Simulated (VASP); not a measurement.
# Ti4C5 in VASP: further runs

Runs on Ti4C5. Level: r2SCAN. Tasks: single point.

Everything below comes from runs of VASP 6.6.1. Logs are shortened: lines on timing, memory, paths and dates and some standing lists are left out, and cuts for length are marked.

### 1 The cell of the first run

The cell holds a slab with vacuum, 9 atoms: a = 3.060 Å, b = 3.060 Å, c = 26.995 Å, α = 90.00°, β = 90.00°, γ = 120.00°.

### 2 Single point, r2SCAN

POSCAR

```
Ti4C5
1.0
    3.0603581490      0.0000000000      0.0000000000
   -1.5301790745      2.6503479017      0.0000000000
    0.0000000000      0.0000000000     26.9950878602
C Ti
5 4
Direct
    0.3333333333      0.6666666667      0.3148720998
    0.0000000000      0.0000000000      0.4074360499
    0.6666666667      0.3333333333      0.4998619202
    0.3333333333      0.6666666667      0.5921072092
    0.0000000000      0.0000000000      0.6791098454
    0.6666666667      0.3333333333      0.3611540749
    0.3333333333      0.6666666667      0.4537180250
    0.0000000000      0.0000000000      0.5461264940
    0.6666666667      0.3333333333      0.6389641584
```

INCAR.step1

```
SYSTEM = Ti4C5
PREC     = Accurate       ! precision mode
ENCUT    = 520            ! plane-wave cutoff, eV
ISMEAR   = 0              ! smearing method
SIGMA    = 0.1            ! smearing width, eV
LREAL    = .FALSE.        ! projectors in reciprocal space
LASPH    = .TRUE.         ! aspherical terms in the spheres
NELM     = 100            ! most SCF steps
LDIPOL   = .TRUE.       
IDIPOL   = 3            
DIPOL    = 0.5 0.5 0.499
NBANDS   = 44             ! bands
GGA      = PE             ! functional
ALGO     = Normal         ! electronic algorithm
EDIFF    = 1E-4           ! SCF threshold, eV
LWAVE    = .TRUE.         ! write WAVECAR
LCHARG   = .FALSE.        ! write CHGCAR
```

INCAR.step2

```
SYSTEM = Ti4C5
PREC     = Accurate       ! precision mode
ENCUT    = 520            ! plane-wave cutoff, eV
EDIFF    = 1E-6           ! SCF threshold, eV
ISMEAR   = 0              ! smearing method
SIGMA    = 0.1            ! smearing width, eV
LREAL    = .FALSE.        ! projectors in reciprocal space
LASPH    = .TRUE.         ! aspherical terms in the spheres
NELM     = 100            ! most SCF steps
ALGO     = Normal         ! electronic algorithm
ISIF     = 2              ! what is computed and relaxed
LWAVE    = .FALSE.        ! write WAVECAR
LCHARG   = .TRUE.         ! write CHGCAR
LDIPOL   = .TRUE.       
IDIPOL   = 3            
DIPOL    = 0.5 0.5 0.499
METAGGA  = R2SCAN         ! meta-GGA
LMIXTAU  = .TRUE.       
LELF     = .TRUE.         ! ELF
LVHAR    = .TRUE.       
LVACPOTAV= .TRUE.       
NBANDS   = 44             ! bands
ISTART   = 1
```

KPOINTS

```
Automatic mesh
0
G
  12 12 1
  0 0 0
```

Potentials or basis: VASP PAW PBE potentials, release 64 (C, Ti_sv).

Command:

```console
$ cat potpaw_PBE.64/C/POTCAR potpaw_PBE.64/Ti_sv/POTCAR > POTCAR
$ cp INCAR.step1 INCAR
$ mpirun -np 1 vasp_std > vasp.out
$ cp INCAR.step2 INCAR
$ mpirun -np 1 vasp_std > vasp.out
```

OUTCAR:

```text
SYSTEM = Ti4C5
   PREC = Accurate
   ENCUT = 520
   EDIFF = 1E-6
   ISMEAR = 0
   LREAL = .FALSE.
   LASPH = .TRUE.
   NELM = 100
   ISIF = 2
   METAGGA = R2SCAN
   ISTART = 1

 ion  position               nearest neighbor table
   1  0.333  0.667  0.315-   6 2.16   6 2.16   6 2.16
   2  0.000  0.000  0.407-   6 2.16   6 2.16   6 2.16   7 2.16   7 2.16   7 2.16
   3  0.667  0.333  0.500-   7 2.16   7 2.16   7 2.16   8 2.16   8 2.16   8 2.16
   4  0.333  0.667  0.592-   8 2.16   8 2.16   8 2.16   9 2.17   9 2.17   9 2.17
   5  0.000  0.000  0.679-   9 2.07   9 2.07   9 2.07
   6  0.667  0.333  0.361-   2 2.16   2 2.16   2 2.16   1 2.16   1 2.16   1 2.16
   7  0.333  0.667  0.454-   3 2.16   3 2.16   3 2.16   2 2.16   2 2.16   2 2.16
   8  0.000  0.000  0.546-   4 2.16   4 2.16   4 2.16   3 2.16   3 2.16   3 2.16
   9  0.667  0.333  0.639-   5 2.07   5 2.07   5 2.07   4 2.17   4 2.17   4 2.17

  LATTYP: Found a hexagonal cell.
 ALAT       =     3.0603581490
 C/A-ratio  =     8.8208917211

  Lattice vectors:

 A1 = (   3.0603581490,   0.0000000000,   0.0000000000)
 A2 = (  -1.5301790745,   2.6503479017,   0.0000000000)
 A3 = (   0.0000000000,   0.0000000000,  26.9950878602)

Analysis of symmetry for initial positions (statically):
=====================================================================
 Subroutine PRICEL returns:
 Original cell was already a primitive cell.

 Routine SETGRP: Setting up the symmetry group for a
 hexagonal supercell.

 Subroutine GETGRP returns: Found  6 space group operations
 (whereof  6 operations were pure point group operations)
 out of a pool of 24 trial point group operations.

The static configuration has the point symmetry C_3v.

Analysis of symmetry for dynamics (positions and initial velocities):
=====================================================================
 Subroutine PRICEL returns:
 Original cell was already a primitive cell.

 Routine SETGRP: Setting up the symmetry group for a
 hexagonal supercell.

 Subroutine GETGRP returns: Found  6 space group operations
 (whereof  6 operations were pure point group operations)
 out of a pool of 24 trial point group operations.

The dynamic configuration has the point symmetry C_3v.

 Subroutine INISYM returns: Found  6 space group operations
 (whereof  6 operations are pure point group operations),
 and found     1 'primitive' translations

----------------------------------------------------------------------------------------

                                     Primitive cell

  volume of cell :     218.9575

  direct lattice vectors                    reciprocal lattice vectors
     3.060358149  0.000000000  0.000000000     0.326759141  0.188654478  0.000000000
    -1.530179074  2.650347902  0.000000000     0.000000000  0.377308956  0.000000000
     0.000000000  0.000000000 26.995087860     0.000000000  0.000000000  0.037043776

  length of vectors
     3.060358149  3.060358149 26.995087860     0.377308956  0.377308956  0.037043776

  position of ions in fractional coordinates (direct lattice)
     0.333333333  0.666666667  0.314872100
     0.000000000  0.000000000  0.407436050
     0.666666667  0.333333333  0.499861920
     0.333333333  0.666666667  0.592107209
     0.000000000  0.000000000  0.679109845
     0.666666667  0.333333333  0.361154075
     0.333333333  0.666666667  0.453718025
     0.000000000  0.000000000  0.546126494
     0.666666667  0.333333333  0.638964158

  ion indices of the primitive-cell ions
   primitive index   ion index
                 1           1
                 2           2
                 3           3
                 4           4
                 5           5
                 6           6
                 7           7
                 8           8
                 9           9

----------------------------------------------------------------------------------------

 KPOINTS: Automatic mesh

Automatic generation of k-mesh.
 Grid dimensions read from file:
 generate k-points for:   12   12    1

 Generating k-lattice:

  Cartesian coordinates                     Fractional coordinates (reciprocal lattice)
     0.027229928  0.015721207  0.000000000     0.083333333  0.000000000  0.000000000
     0.000000000  0.031442413  0.000000000     0.000000000  0.083333333  0.000000000
     0.000000000  0.000000000  0.037043776     0.000000000  0.000000000  1.000000000

  Length of vectors
     0.031442413  0.031442413  0.037043776

  Shift w.r.t. Gamma in fractional coordinates (k-lattice)
     0.000000000  0.000000000  0.000000000

 Subroutine IBZKPT returns following result:
 ===========================================

 Found     19 irreducible k-points:

 Following reciprocal coordinates:
            Coordinates               Weight
  0.000000  0.000000  0.000000      1.000000
  0.083333  0.000000  0.000000      6.000000
  0.166667  0.000000  0.000000      6.000000
  0.250000  0.000000  0.000000      6.000000
  0.333333 -0.000000  0.000000      6.000000
  0.416667 -0.000000  0.000000      6.000000
[... 11 lines left out ...]
  0.333333  0.250000  0.000000     12.000000
  0.333333  0.333333  0.000000      2.000000
   k-points           NKPTS =     19   k-points in BZ     NKDIM =     19   number of bands    NBANDS=     44
   number of dos      NEDOS =    301   number of ions     NIONS =      9
   total plane-waves  NPLWV = 120960
   dimension x,y,z NGX =    24 NGY =   24 NGZ =  210
   dimension x,y,z NGXF=    48 NGYF=   48 NGZF=  420
   ions per type =               5   4
   NGX,Y,Z   is equivalent  to a cutoff of  13.04, 13.04, 12.93 a.u.
   NGXF,Y,Z  is equivalent  to a cutoff of  26.07, 26.07, 25.87 a.u.
 SYSTEM =  Ti4C5
   PREC   = accura    normal or accurate (medium, high low for compatibility)
   ISTART =      1    job   : 0-new  1-cont  2-samecut
   ICHARG =      0    charge: 1-file 2-atom 10-const
   ISPIN  =      1    spin polarized calculation?
   LNONCOLLINEAR =      F non collinear calculations
   LSORBIT =      F    spin-orbit coupling
   LASPH  =      T    aspherical Exc in radial PAW
   ENCUT  =  520.0 eV  38.22 Ry    6.18 a.u.   5.69  5.69 50.19*2*pi/ulx,y,z
   NELM   =    100;   NELMIN=  2; NELMDL=  0     # of ELM steps
   EDIFF  = 0.1E-05   stopping-criterion for ELM
   LREAL  =      F    real-space projection
   EDIFFG = 0.1E-04   stopping-criterion for IOM
   NSW    =      0    number of steps for IOM
   IBRION =     -1    ionic relax: 0-MD 1-quasi-New 2-CG
   NFREE  =      0    steps in history (QN), initial steepest desc. (CG)
   ISIF   =      2    stress and relaxation
   ISYM   =      2    0-nonsym 1-usesym 2-fastsym
   POTIM  = 0.5000    time-step for ionic-motion
   TEBEG  =    0.0;   TEEND  =   0.0 temperature during run
   PSTRESS=    0.0 pullay stress
   NELECT =      68.0000    total number of electrons
   NUPDOWN=      -1.0000    fix difference up-down
   EMIN   =  10.00;   EMAX   =-10.00  energy-range for DOS
   EFERMI =   0.00;   METHOD = LEGACY
   ISMEAR =     0;   SIGMA  =   0.10  broadening in eV -4-tet -1-fermi 0-gaus
   EFERMI_NEDOS =   21; number of points for ismear=-14 and -15
   IALGO  =     38    algorithm
   IMIX   =      4    mixing-type and parameters
     AMIX     =   0.40;   BMIX     =  1.00
     AMIX_MAG =   1.60;   BMIX_MAG =  1.00
  volume/ion in A,a.u.               =      24.33       164.18
  Fermi-wavevector in a.u.,A,eV,Ry     =   1.108642  2.095029 16.722733  1.229086
  Thomas-Fermi vector in A             =   2.245171
   LORBIT       =      0    0 simple, 1 ext, 2 COOP (PROOUT), +10 PAW based schemes
   METAGGA = R2SCAN    functional components
   LHFCALC =     F    Hartree Fock is set to
   AEXX    =    0.0000 exact exchange contribution
   IVDW    =     0    specifies the selected vdW correction
   LEPSILON=     F    determine dielectric tensor
   LRPA    =     F    only Hartree local field effects (RPA)
 non-spin polarized calculation
 Gauss-broadening in eV      SIGMA  =   0.10
  energy-cutoff  :      520.00
  volume of cell :      218.96
 maximum number of plane-waves:      5926
 NGX is ok and might be reduce to    24
   NGX = 11   NGY = 11   NGZ =101

 dipolmoment           0.000000      0.000000      0.002535 electrons x Angstroem

 number of electron      67.9999984 magnetization

 dipolmoment           0.000000      0.000000     -0.004515 electrons x Angstroem

 Free energy of the ion-electron system (eV)
  ---------------------------------------------------
  ext. energy  EPLUGINS =         0.00000000
  ---------------------------------------------------
  free energy    TOTEN  =      -100.79982873 eV

  energy without entropy =     -100.77473262  energy(sigma->0) =     -100.78728068

 E-fermi :  -0.3481     XC(G=0):  -6.0873

 val. band max:       -0.3483642202   @ k =   0.3333   0.3333   0.0000
 cond. band min:      -0.2986733853   @ k =   0.3333   0.1667   0.0000
 fundamental gap:      0.0496908348
 Fermi energy:        -0.3480853562

 k-point     1 :       0.0000    0.0000    0.0000
  band No.  band energies     occupation
      1     -59.4164      2.00000
      2     -59.3584      2.00000
      3     -58.9412      2.00000
      4     -58.6541      2.00000
      5     -34.8184      2.00000
      6     -34.5641      2.00000
[... 36 lines left out ...]
     43       2.3191      0.00000
     44       2.7091      0.00000

 k-point     2 :       0.0833    0.0000    0.0000
  band No.  band energies     occupation
      1     -59.4125      2.00000
      2     -59.3554      2.00000
      3     -58.9378      2.00000
      4     -58.6506      2.00000
      5     -34.8090      2.00000
      6     -34.5675      2.00000
[... 791 lines left out ...]
 k-point    19 :       0.3333    0.3333    0.0000
  band No.  band energies     occupation
      1     -59.3509      2.00000
      2     -59.3079      2.00000
      3     -58.8838      2.00000
      4     -58.5935      2.00000
      5     -34.7617      2.00000
      6     -34.7558      2.00000
[... 36 lines left out ...]
     43       3.0028      0.00000
     44       3.6674      0.00000

------------------------ aborting loop because EDIFF is reached ----------------------------------------

  FORCE on cell =-STRESS in cart. coord.  units (eV):
  Direction    XX          YY          ZZ          XY          YZ          ZX
  --------------------------------------------------------------------------------------
  -------------------------------------------------------------------------------------
  Total       -0.3916060     -0.3916060     -0.9849669     -0.0000000      0.0000000      0.0000000
  in kB       -2.8654978     -2.8654978     -7.2072956     -0.0000000      0.0000000      0.0000000
  external PRESSURE =      -4.3127637 kB  Pullay stress =       0.0000000 kB

 VOLUME and BASIS-vectors are now :
 -----------------------------------------------------------------------------
  energy-cutoff  :      520.00
  volume of cell :      218.96
      direct lattice vectors                 reciprocal lattice vectors
     3.060358149  0.000000000  0.000000000     0.326759141  0.188654478  0.000000000
    -1.530179074  2.650347902  0.000000000     0.000000000  0.377308956  0.000000000
     0.000000000  0.000000000 26.995087860     0.000000000  0.000000000  0.037043776

 POSITION                                       TOTAL-FORCE (eV/Angst)
 -----------------------------------------------------------------------------------
     -0.00000      1.76690      8.50000        -0.000000     -0.000000      1.080261
      0.00000      0.00000     10.99877        -0.000000     -0.000000     -0.304602
      1.53018      0.88345     13.49382         0.000000      0.000000     -0.010558
     -0.00000      1.76690     15.98399        -0.000000      0.000000      0.003095
      0.00000      0.00000     18.33263        -0.000000     -0.000000      0.037714
      1.53018      0.88345      9.74939        -0.000000     -0.000000     -0.978548
     -0.00000      1.76690     12.24816         0.000000      0.000000      0.155480
      0.00000      0.00000     14.74273        -0.000000      0.000000      0.003084
      1.53018      0.88345     17.24889         0.000000      0.000000      0.014074
 -----------------------------------------------------------------------------------
    total drift:                               -0.000000      0.000000     -0.001020

  FREE ENERGIE OF THE ION-ELECTRON SYSTEM (eV)
  ---------------------------------------------------
  free  energy   TOTEN  =      -100.7998287336 eV

  energy  without entropy=     -100.7747326168  energy(sigma->0) =     -100.78728068

 vacuum level on the upper side and lower side of the slab         6.440         6.541
```

Wall time 15 min (1 thread of Intel Xeon 6975P-C (Granite Rapids), shared host); peak memory 0.46 GiB.

Results:

- Free energy: -100.7998 eV
- Largest force: 1.080 eV/Å
- Band gap on the k mesh: zero (bands 34 and 35 overlap by 1.47 eV)

Forces in eV/Å, atoms in the order of the input:
```
C    0.000  0.000  1.080
C    0.000  0.000 -0.305
C    0.000  0.000 -0.011
C    0.000  0.000  0.003
C    0.000  0.000  0.038
Ti   0.000  0.000 -0.979
Ti   0.000  0.000  0.155
Ti   0.000  0.000  0.003
Ti   0.000  0.000  0.014
```

Caveat: the PAW data sets were made with another functional, which shifts forces and pressure a little.

### 3 Single point, r2SCAN

POSCAR

```
Ti4C5
1.0
    3.0603581490      0.0000000000      0.0000000000
   -1.5301790745      2.6503479017      0.0000000000
    0.0000000000      0.0000000000     26.9950878602
C Ti
5 4
Direct
    0.3333333333      0.6666666667      0.3148720998
    0.0000000000      0.0000000000      0.4074360499
    0.6666666667      0.3333333333      0.4998619329
    0.3333333333      0.6666666667      0.5921066377
    0.0000000000      0.0000000000      0.6791087501
    0.6666666667      0.3333333333      0.3611540749
    0.3333333333      0.6666666667      0.4537180250
    0.0000000000      0.0000000000      0.5461267272
    0.6666666667      0.3333333333      0.6389640328
```

INCAR.step1

```
PREC     = Accurate       # precision mode
ENCUT    = 520            # plane-wave cutoff, eV
ISMEAR   = 0              # smearing method
SIGMA    = 0.1            # smearing width, eV
LREAL    = False          # projectors in reciprocal space
LASPH    = True           # aspherical terms in the spheres
NELM     = 60             # most SCF steps
LDIPOL   = True         
IDIPOL   = 3            
DIPOL    = 0.5 0.5 0.499
NBANDS   = 44             # bands
GGA      = PE             # functional
ALGO     = Normal         # electronic algorithm
EDIFF    = 1E-4           # SCF threshold, eV
LWAVE    = True           # write WAVECAR
LCHARG   = False          # write CHGCAR
```

INCAR.step2

```
PREC     = Accurate       # precision mode
ENCUT    = 520            # plane-wave cutoff, eV
EDIFF    = 1E-6           # SCF threshold, eV
ISMEAR   = 0              # smearing method
SIGMA    = 0.1            # smearing width, eV
LREAL    = False          # projectors in reciprocal space
LASPH    = True           # aspherical terms in the spheres
NELM     = 60             # most SCF steps
ALGO     = Normal         # electronic algorithm
ISIF     = 2              # what is computed and relaxed
LWAVE    = False          # write WAVECAR
LCHARG   = False          # write CHGCAR
LDIPOL   = True         
IDIPOL   = 3            
DIPOL    = 0.5 0.5 0.499
METAGGA  = R2SCAN         # meta-GGA
LMIXTAU  = True         
NBANDS   = 44             # bands
ISTART   = 1
```

KPOINTS

```
Automatic mesh
0
Gamma
  12 12 1
```

Potentials or basis: VASP PAW PBE potentials, release 64 (C, Ti_sv).

Command:

```console
$ cat potpaw_PBE.64/C/POTCAR potpaw_PBE.64/Ti_sv/POTCAR > POTCAR
$ cp INCAR.step1 INCAR
$ mpirun -np 1 vasp_std > vasp.out
$ cp INCAR.step2 INCAR
$ mpirun -np 1 vasp_std > vasp.out
```

Run time: 14 min. Hardware: 1 thread of Intel Xeon 6975P-C (Granite Rapids), shared host; peak memory 0.46 GiB.

The run converged. Its results:

| Item | Value |
| --- | --- |
| Free energy | -100.7998 eV |
| Largest force | 1.080 eV/Å |
| Band gap on the k mesh | zero (bands 34 and 35 overlap by 1.47 eV) |

Forces in eV/Å, atoms in the order of the input:
```
C    0.000  0.000  1.080
C    0.000  0.000 -0.305
C    0.000  0.000 -0.011
C    0.000  0.000  0.003
C    0.000  0.000  0.038
Ti   0.000  0.000 -0.979
Ti   0.000  0.000  0.156
Ti   0.000  0.000  0.003
Ti   0.000  0.000  0.014
```

Levels at points of the mesh, in eV from the Fermi level:
```tsv
k point	band 30	band 31	band 32	band 33	band 34	band 35	band 36	band 37	band 38	band 39
(0.00, 0.00, 0.00)	-1.27	-0.54	0.08	0.08	1.18	1.18	1.29	1.80	1.80	1.95
(0.50, 0.00, 0.00)	-2.24	-1.46	-1.37	-1.14	0.00	0.07	0.39	0.76	1.70	2.64
```

Caveat: the PAW data sets were made with another functional, which shifts forces and pressure a little.

The gap in the log of VASP goes by the Fermi energy; the results here count the filled bands.